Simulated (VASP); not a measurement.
# Cd4Te (Pm-3m) in VASP: notebook

Runs on Cd4Te. Level: PBE. Tasks: single point, relaxation of cell and atoms.

Program: VASP 6.6.1. These are calculated values, not measurements. Logs are shortened: lines on timing, memory, paths and dates and some standing lists are left out, and cuts for length are marked.

### Step 1. The cell of the first run

It takes space group Pm-3m (No. 221, cubic). The conventional cell has a = 4.958 Å, b = 4.958 Å, c = 4.958 Å, α = 90.00°, β = 90.00°, γ = 90.00°. Within 3.3 Å of Cd (site symmetry m-3m) lie 6 Cd at 2.48 Å. Cd (site symmetry 4/mmm) has 2 Cd at 2.48 Å within 3.3 Å. Te (site symmetry m-3m) has 20 Cd at 3.51 to 4.29 Å within 4.6 Å.

### Step 2. Single point, PBE

Contents of INCAR:

```
ALGO = Normal
EDIFF = 1E-7
ENCUT = 520
GGA = PE
ISIF = 2
ISMEAR = 0
LASPH = True
LCHARG = True
LELF = True
LREAL = False
LVHAR = True
LWAVE = False
NBANDS = 35
NELM = 80
PREC = Accurate
SIGMA = 0.1
```

Contents of KPOINTS:

```
k-points
0
Gamma
  4 4 4
```

Contents of POSCAR:

```
Cd4Te
1.0
    4.9581048200      0.0000000000      0.0000000000
    0.0000000000      4.9581048200      0.0000000000
    0.0000000000      0.0000000000      4.9581048200
Cd Te
4 1
Direct
    0.5000000000      0.5000000000      0.5000000000
    0.0000000000      0.5000000000      0.5000000000
    0.5000000000      0.0000000000      0.5000000000
    0.5000000000      0.5000000000      0.0000000000
    0.0000000000      0.0000000000      0.0000000000
```

Potentials or basis: VASP PAW PBE potentials, release 64 (Cd, Te).

Launch:

```
> cat potpaw_PBE.64/Cd/POTCAR potpaw_PBE.64/Te/POTCAR > POTCAR
> mpirun -np 1 vasp_std > vasp.out
```

OUTCAR:

```text
EDIFF = 1E-7
   ENCUT = 520
   GGA = PE
   ISIF = 2
   ISMEAR = 0
   LASPH = True
   LREAL = False
   NELM = 80
   PREC = Accurate

 ion  position               nearest neighbor table
   1  0.500  0.500  0.500-   2 2.48   3 2.48   4 2.48   4 2.48   3 2.48   2 2.48
   2  0.000  0.500  0.500-   1 2.48   1 2.48   4 3.51   5 3.51   4 3.51   5 3.51   3 3.51   5 3.51
                             5 3.51   3 3.51   3 3.51   4 3.51   4 3.51   3 3.51
   3  0.500  0.000  0.500-   1 2.48   1 2.48   4 3.51   5 3.51   4 3.51   5 3.51   2 3.51   2 3.51
                             4 3.51   4 3.51   2 3.51   5 3.51   5 3.51   2 3.51
   4  0.500  0.500  0.000-   1 2.48   1 2.48   3 3.51   5 3.51   2 3.51   2 3.51   3 3.51   3 3.51
                             5 3.51   3 3.51   2 3.51   5 3.51   2 3.51   5 3.51
   5  0.000  0.000  0.000-   2 3.51   3 3.51   4 3.51   2 3.51   3 3.51   2 3.51   4 3.51   2 3.51
                             3 3.51   4 3.51   3 3.51   4 3.51

  LATTYP: Found a simple cubic cell.
 ALAT       =     4.9581048200

  Lattice vectors:

 A1 = (   4.9581048200,   0.0000000000,   0.0000000000)
 A2 = (   0.0000000000,   4.9581048200,   0.0000000000)
 A3 = (   0.0000000000,   0.0000000000,   4.9581048200)

Analysis of symmetry for initial positions (statically):
=====================================================================
 Subroutine PRICEL returns:
 Original cell was already a primitive cell.

 Routine SETGRP: Setting up the symmetry group for a
 simple cubic supercell.

 Subroutine GETGRP returns: Found 48 space group operations
 (whereof 48 operations were pure point group operations)
 out of a pool of 48 trial point group operations.

The static configuration has the point symmetry O_h .

Analysis of symmetry for dynamics (positions and initial velocities):
=====================================================================
 Subroutine PRICEL returns:
 Original cell was already a primitive cell.

 Routine SETGRP: Setting up the symmetry group for a
 simple cubic supercell.

 Subroutine GETGRP returns: Found 48 space group operations
 (whereof 48 operations were pure point group operations)
 out of a pool of 48 trial point group operations.

The dynamic configuration has the point symmetry O_h .

 Subroutine INISYM returns: Found 48 space group operations
 (whereof 48 operations are pure point group operations),
 and found     1 'primitive' translations

----------------------------------------------------------------------------------------

                                     Primitive cell

  volume of cell :     121.8841

  direct lattice vectors                    reciprocal lattice vectors
     4.958104820  0.000000000  0.000000000     0.201689967  0.000000000  0.000000000
     0.000000000  4.958104820  0.000000000     0.000000000  0.201689967  0.000000000
     0.000000000  0.000000000  4.958104820     0.000000000  0.000000000  0.201689967

  length of vectors
     4.958104820  4.958104820  4.958104820     0.201689967  0.201689967  0.201689967

  position of ions in fractional coordinates (direct lattice)
     0.500000000  0.500000000  0.500000000
     0.000000000  0.500000000  0.500000000
     0.500000000  0.000000000  0.500000000
     0.500000000  0.500000000  0.000000000
     0.000000000  0.000000000  0.000000000

  ion indices of the primitive-cell ions
   primitive index   ion index
                 1           1
                 2           2
                 3           3
                 4           4
                 5           5

----------------------------------------------------------------------------------------

 KPOINTS: k-points

Automatic generation of k-mesh.
 Grid dimensions read from file:
 generate k-points for:    4    4    4

 Generating k-lattice:

  Cartesian coordinates                     Fractional coordinates (reciprocal lattice)
     0.050422492  0.000000000  0.000000000     0.250000000  0.000000000  0.000000000
     0.000000000  0.050422492  0.000000000     0.000000000  0.250000000  0.000000000
     0.000000000  0.000000000  0.050422492     0.000000000  0.000000000  0.250000000

  Length of vectors
     0.050422492  0.050422492  0.050422492

  Shift w.r.t. Gamma in fractional coordinates (k-lattice)
     0.000000000  0.000000000  0.000000000

 Subroutine IBZKPT returns following result:
 ===========================================

 Found     10 irreducible k-points:

 Following reciprocal coordinates:
            Coordinates               Weight
  0.000000  0.000000  0.000000      1.000000
  0.250000  0.000000  0.000000      6.000000
  0.500000  0.000000  0.000000      3.000000
  0.250000  0.250000  0.000000     12.000000
  0.500000  0.250000  0.000000     12.000000
  0.500000  0.500000  0.000000      3.000000
  0.250000  0.250000  0.250000      8.000000
  0.500000  0.250000  0.250000     12.000000
  0.500000  0.500000  0.250000      6.000000
  0.500000  0.500000  0.500000      1.000000
   k-points           NKPTS =     10   k-points in BZ     NKDIM =     10   number of bands    NBANDS=     35
   number of dos      NEDOS =    301   number of ions     NIONS =      5
   total plane-waves  NPLWV =  64000
   dimension x,y,z NGX =    40 NGY =   40 NGZ =   40
   dimension x,y,z NGXF=    80 NGYF=   80 NGZF=   80
   ions per type =               4   1
   NGX,Y,Z   is equivalent  to a cutoff of  13.41, 13.41, 13.41 a.u.
   NGXF,Y,Z  is equivalent  to a cutoff of  26.82, 26.82, 26.82 a.u.
 SYSTEM =  unknown system
   PREC   = accura    normal or accurate (medium, high low for compatibility)
   ISTART =      0    job   : 0-new  1-cont  2-samecut
   ICHARG =      2    charge: 1-file 2-atom 10-const
   ISPIN  =      1    spin polarized calculation?
   LNONCOLLINEAR =      F non collinear calculations
   LSORBIT =      F    spin-orbit coupling
   LASPH  =      T    aspherical Exc in radial PAW
   ENCUT  =  520.0 eV  38.22 Ry    6.18 a.u.   9.22  9.22  9.22*2*pi/ulx,y,z
   NELM   =     80;   NELMIN=  2; NELMDL= -5     # of ELM steps
   EDIFF  = 0.1E-06   stopping-criterion for ELM
   LREAL  =      F    real-space projection
   EDIFFG = 0.1E-05   stopping-criterion for IOM
   NSW    =      0    number of steps for IOM
   IBRION =     -1    ionic relax: 0-MD 1-quasi-New 2-CG
   NFREE  =      0    steps in history (QN), initial steepest desc. (CG)
   ISIF   =      2    stress and relaxation
   ISYM   =      2    0-nonsym 1-usesym 2-fastsym
   POTIM  = 0.5000    time-step for ionic-motion
   TEBEG  =    0.0;   TEEND  =   0.0 temperature during run
   PSTRESS=    0.0 pullay stress
   NELECT =      54.0000    total number of electrons
   NUPDOWN=      -1.0000    fix difference up-down
   EMIN   =  10.00;   EMAX   =-10.00  energy-range for DOS
   EFERMI =   0.00;   METHOD = LEGACY
   ISMEAR =     0;   SIGMA  =   0.10  broadening in eV -4-tet -1-fermi 0-gaus
   EFERMI_NEDOS =   21; number of points for ismear=-14 and -15
   IALGO  =     38    algorithm
   IMIX   =      4    mixing-type and parameters
     AMIX     =   0.40;   BMIX     =  1.00
     AMIX_MAG =   1.60;   BMIX_MAG =  1.00
  volume/ion in A,a.u.               =      24.38       164.50
  Fermi-wavevector in a.u.,A,eV,Ry     =   1.248026  2.358428 21.192019  1.557569
  Thomas-Fermi vector in A             =   2.382132
   LORBIT       =      0    0 simple, 1 ext, 2 COOP (PROOUT), +10 PAW based schemes
   GGA     = PE    functional components
   LHFCALC =     F    Hartree Fock is set to
   AEXX    =    0.0000 exact exchange contribution
   IVDW    =     0    specifies the selected vdW correction
   LEPSILON=     F    determine dielectric tensor
   LRPA    =     F    only Hartree local field effects (RPA)
 non-spin polarized calculation
 Gauss-broadening in eV      SIGMA  =   0.10
  energy-cutoff  :      520.00
  volume of cell :      121.88
 maximum number of plane-waves:      3328
 NGX is ok and might be reduce to    40
   NGX = 19   NGY = 19   NGZ = 19

 number of electron      54.0000039 magnetization

 Free energy of the ion-electron system (eV)
  ---------------------------------------------------
  ext. energy  EPLUGINS =         0.00000000
  ---------------------------------------------------
  free energy    TOTEN  =        -3.09118261 eV

  energy without entropy =       -3.06638156  energy(sigma->0) =       -3.07878208

 E-fermi :   3.5354     XC(G=0): -10.3423

 val. band max:        3.5195903913   @ k =   0.0000   0.0000   0.0000
 cond. band min:       3.5571767130   @ k =   0.5000   0.2500   0.0000
 fundamental gap:      0.0375863217
 Fermi energy:         3.5354373555

 k-point     1 :       0.0000    0.0000    0.0000
  band No.  band energies     occupation
      1      -8.0963      2.00000
      2      -8.0963      2.00000
      3      -7.5638      2.00000
      4      -7.3254      2.00000
      5      -7.3254      2.00000
      6      -7.3254      2.00000
[... 27 lines left out ...]
     34       8.5281      0.00000
     35      10.7903      0.00000

 k-point     2 :       0.2500    0.0000    0.0000
  band No.  band energies     occupation
      1      -8.0934      2.00000
      2      -7.8634      2.00000
      3      -7.3921      2.00000
      4      -7.3186      2.00000
      5      -7.1833      2.00000
      6      -7.1833      2.00000
[... 27 lines left out ...]
     34       9.7814      0.00000
     35      10.7253      0.00000

 k-point     3 :       0.5000    0.0000    0.0000
  band No.  band energies     occupation
      1      -8.0905      2.00000
      2      -7.6748      2.00000
      3      -7.3118      2.00000
      4      -7.2160      2.00000
      5      -7.0029      2.00000
      6      -7.0029      2.00000
[... 27 lines left out ...]
     34       9.0311      0.00000
     35       9.0311      0.00000

 k-point     4 :       0.2500    0.2500    0.0000
  band No.  band energies     occupation
      1      -7.9899      2.00000
      2      -7.6575      2.00000
      3      -7.3086      2.00000
      4      -7.1810      2.00000
      5      -7.1699      2.00000
      6      -7.0079      2.00000
[... 27 lines left out ...]
     34       8.6191      0.00000
     35       9.1997      0.00000

 k-point     5 :       0.5000    0.2500    0.0000
  band No.  band energies     occupation
      1      -7.9640      2.00000
      2      -7.3922      2.00000
      3      -7.2207      2.00000
      4      -7.1676      2.00000
      5      -6.9930      2.00000
      6      -6.7674      2.00000
[... 27 lines left out ...]
     34       7.7873      0.00000
     35      10.2854      0.00000

 k-point     6 :       0.5000    0.5000    0.0000
  band No.  band energies     occupation
      1      -7.9150      2.00000
      2      -7.2019      2.00000
      3      -6.9829      2.00000
      4      -6.9829      2.00000
      5      -6.8157      2.00000
      6      -6.4486      2.00000
[... 27 lines left out ...]
     34       9.4512      0.00000
     35      11.4007      0.00000

 k-point     7 :       0.2500    0.2500    0.2500
  band No.  band energies     occupation
      1      -7.6554      2.00000
      2      -7.6554      2.00000
      3      -7.2721      2.00000
      4      -7.0169      2.00000
      5      -7.0169      2.00000
      6      -6.9906      2.00000
[... 27 lines left out ...]
     34      10.0215      0.00000
     35      10.3418      0.00000

 k-point     8 :       0.5000    0.2500    0.2500
  band No.  band energies     occupation
      1      -7.6528      2.00000
      2      -7.2979      2.00000
      3      -7.2178      2.00000
      4      -7.0136      2.00000
      5      -6.8140      2.00000
      6      -6.7696      2.00000
[... 27 lines left out ...]
     34      10.0573      0.00000
     35      10.2067      0.00000

 k-point     9 :       0.5000    0.5000    0.2500
  band No.  band energies     occupation
      1      -7.5027      2.00000
      2      -7.2023      2.00000
      3      -6.8151      2.00000
      4      -6.8151      2.00000
      5      -6.8087      2.00000
      6      -6.5112      2.00000
[... 27 lines left out ...]
     34      10.5098      0.00000
     35      11.8194      0.00000

 k-point    10 :       0.5000    0.5000    0.5000
  band No.  band energies     occupation
      1      -7.2031      2.00000
      2      -6.8016      2.00000
      3      -6.8016      2.00000
      4      -6.5606      2.00000
      5      -6.5606      2.00000
      6      -6.5606      2.00000
[... 27 lines left out ...]
     34      12.7203      0.00000
     35      12.8637      0.00000

------------------------ aborting loop because EDIFF is reached ----------------------------------------

  FORCE on cell =-STRESS in cart. coord.  units (eV):
  Direction    XX          YY          ZZ          XY          YZ          ZX
  --------------------------------------------------------------------------------------
  -------------------------------------------------------------------------------------
  Total       12.4361561     12.4361561     12.4361561     -0.0000000      0.0000000     -0.0000000
  in kB      163.4743554    163.4743554    163.4743554     -0.0000000      0.0000000     -0.0000000
  external PRESSURE =     163.4743554 kB  Pullay stress =       0.0000000 kB

 VOLUME and BASIS-vectors are now :
 -----------------------------------------------------------------------------
  energy-cutoff  :      520.00
  volume of cell :      121.88
      direct lattice vectors                 reciprocal lattice vectors
     4.958104820  0.000000000  0.000000000     0.201689967  0.000000000  0.000000000
     0.000000000  4.958104820  0.000000000     0.000000000  0.201689967  0.000000000
     0.000000000  0.000000000  4.958104820     0.000000000  0.000000000  0.201689967

 POSITION                                       TOTAL-FORCE (eV/Angst)
 -----------------------------------------------------------------------------------
      2.47905      2.47905      2.47905         0.000000      0.000000      0.000000
      0.00000      2.47905      2.47905         0.000000      0.000000      0.000000
      2.47905      0.00000      2.47905         0.000000      0.000000      0.000000
      2.47905      2.47905      0.00000         0.000000      0.000000      0.000000
      0.00000      0.00000      0.00000         0.000000      0.000000      0.000000
 -----------------------------------------------------------------------------------
    total drift:                               -0.000000     -0.000000     -0.000000

  FREE ENERGIE OF THE ION-ELECTRON SYSTEM (eV)
  ---------------------------------------------------
  free  energy   TOTEN  =        -3.0911826076 eV

  energy  without entropy=       -3.0663815553  energy(sigma->0) =       -3.07878208
```

Wall time 29 s (1 thread of Intel Xeon 6975P-C (Granite Rapids), shared host); peak memory 0.24 GiB.

What came out:

- Free energy: -3.0912 eV
- Pressure: 16.3 GPa
- Band gap on the k mesh: zero (band 27 reaches 3.77 eV, above the bottom of band 28 at 0.28 eV)

Levels at points of the mesh, in eV from the Fermi level:
```
           k point  band 25  band 26  band 27  band 28  band 29  band 30
(0.00, 0.00, 0.00)    -2.86    -0.02    -0.02     0.74     0.74     0.74
(0.50, 0.00, 0.00)    -1.64    -0.93    -0.48    -0.48     0.66     2.25
(0.50, 0.50, 0.00)    -1.13     0.12     0.12     0.75     0.80     1.96
(0.50, 0.50, 0.50)    -3.30    -3.26    -3.26    -3.26     4.72     4.72
```

Caveat: spin-orbit coupling is left out, which moves the levels of the heavy elements.

### Step 3. Single point, PBE

This run uses another cell than the first one, of 32.54 Å³/atom, 1.335 times its volume.

Contents of INCAR:

```
SYSTEM = Cd4Te
ALGO     = Fast           ! electronic algorithm
EDIFF    = 1E-7           ! SCF threshold, eV
ENCUT    = 520            ! plane-wave cutoff, eV
GGA      = PE             ! functional
ISIF     = 2              ! what is computed and relaxed
ISMEAR   = 0              ! smearing method
LASPH    = .TRUE.         ! aspherical terms in the spheres
LCHARG   = .FALSE.        ! write CHGCAR
LREAL    = .FALSE.        ! projectors in reciprocal space
LWAVE    = .FALSE.        ! write WAVECAR
NBANDS   = 35             ! bands
NELM     = 100            ! most SCF steps
PREC     = Accurate       ! precision mode
SIGMA    = 0.1            ! smearing width, eV
```

Contents of KPOINTS:

```
k-points
0
G
  4 4 4
  0 0 0
```

Changes to POSCAR since step 2:

```diff
@@ -2,5 +2,5 @@
 1.0
-    4.9581048200      0.0000000000      0.0000000000
-    0.0000000000      4.9581048200      0.0000000000
-    0.0000000000      0.0000000000      4.9581048200
+    5.4593616109      0.0000000000      0.0000000000
+    0.0000000000      5.4593616109      0.0000000000
+    0.0000000000      0.0000000000      5.4593616109
 Cd Te
```

Potentials or basis: VASP PAW PBE potentials, release 64 (Cd, Te).

Launch:

```
> cat potpaw_PBE.64/Cd/POTCAR potpaw_PBE.64/Te/POTCAR > POTCAR
> mpirun -np 1 vasp_std > vasp.out
```

It took 37 s on 1 thread of Intel Xeon 6975P-C (Granite Rapids), shared host; peak memory 0.27 GiB.

Results (log left out):

| Quantity | Value |
| --- | --- |
| Free energy | -4.6325 eV |
| Pressure | 0.3 GPa |
| Band gap on the k mesh | zero (band 27 reaches 1.31 eV, above the bottom of band 28 at -0.68 eV) |

Levels at points of the mesh, in eV from the Fermi level:
```tsv
k point	band 25	band 26	band 27	band 28	band 29	band 30
(0.00, 0.00, 0.00)	-1.66	-0.30	-0.30	0.81	0.81	0.81
(0.50, 0.00, 0.00)	-0.89	-0.75	0.01	0.08	0.08	2.86
(0.50, 0.50, 0.00)	-0.61	0.03	0.03	0.83	1.09	1.22
(0.50, 0.50, 0.50)	-2.71	-1.94	-1.94	-1.94	3.88	3.88
```

Caveat: spin-orbit coupling is left out, which moves the levels of the heavy elements.

### Step 4. Relaxation of cell and atoms, PBE

Contents of INCAR:

```
SYSTEM = Cd4Te
PREC = Accurate ; ENCUT = 600
EDIFF = 1E-6 ; ISMEAR = 0
SIGMA = 0.1 ; LREAL = .FALSE.
LASPH = .TRUE. ; NELM = 60
ALGO = Normal ; ISIF = 3
LWAVE = .FALSE. ; LCHARG = .FALSE.
GGA = PE ; IBRION = 2
NSW = 90 ; EDIFFG = -0.04
```

Contents of KPOINTS:

```
Automatic mesh
0
G
  4 4 4
  0 0 0
```

Changes to POSCAR since step 3:

```diff
@@ -2,5 +2,5 @@
 1.0
-    5.4593616109      0.0000000000      0.0000000000
-    0.0000000000      5.4593616109      0.0000000000
-    0.0000000000      0.0000000000      5.4593616109
+    4.9581048200      0.0000000000      0.0000000000
+    0.0000000000      4.9581048200      0.0000000000
+    0.0000000000      0.0000000000      4.9581048200
 Cd Te
```

Launch:

```
> cat potpaw_PBE.64/Cd/POTCAR potpaw_PBE.64/Te/POTCAR > POTCAR
> mpirun -np 1 vasp_std > vasp.out
```

Run time: 72 s. Hardware: 1 thread of Intel Xeon 6975P-C (Granite Rapids), shared host; peak memory 0.27 GiB.

It converged, with:

- Free energy: -4.6248 eV
- Relaxed volume: 32.92 Å³/atom
- Relaxed cell: a = 5.480 Å, b = 5.480 Å, c = 5.480 Å, α = 90.00°, β = 90.00°, γ = 90.00°
- Space group after relaxing (to 0.05 Å): Pm-3m (No. 221)
- Energy gained by relaxing: 306.9 meV/atom
- Ionic steps: 4
- Pressure after relaxing: 0.0 GPa
- Band gap on the k mesh: zero (band 27 reaches 1.23 eV, above the bottom of band 28 at -0.72 eV)

Step by step:
```csv
step,energy change (eV),largest force (eV/Å),pressure (GPa),volume (Å³)
1,0.0000,0.0000,16.27,121.88
2,-1.5178,0.0000,-0.82,170.97
3,-1.5329,0.0000,0.28,162.54
4,-1.5347,0.0000,-0.01,164.59
```

Final structure:
```yaml
crystal:
  lattice:
    - [5.48030, 0.00000, 0.00000]
    - [0.00000, 5.48030, 0.00000]
    - [0.00000, 0.00000, 5.48030]
  atoms:
    - { symbol: Cd, position: [0.50000, 0.50000, 0.50000] }
    - { symbol: Cd, position: [0.00000, 0.50000, 0.50000] }
    - { symbol: Cd, position: [0.50000, 0.00000, 0.50000] }
    - { symbol: Cd, position: [0.50000, 0.50000, 0.00000] }
    - { symbol: Te, position: [0.00000, 0.00000, 0.00000] }
```

Levels at points of the mesh, in eV from the Fermi level:
```csv
k point,band 25,band 26,band 27,band 28,band 29,band 30
"(0.00, 0.00, 0.00)",-1.62,-0.32,-0.32,0.81,0.81,0.81
"(0.50, 0.00, 0.00)",-0.87,-0.74,-0.01,0.10,0.10,2.88
"(0.50, 0.50, 0.00)",-0.59,0.03,0.03,0.84,1.06,1.23
"(0.50, 0.50, 0.50)",-2.69,-1.89,-1.89,-1.89,3.85,3.85
```

Caveat: the volume moved by over 15 % at a fixed basis, so the end points are rough; spin-orbit coupling is left out, which moves the levels of the heavy elements.

(Continued in part 2 of 2.)
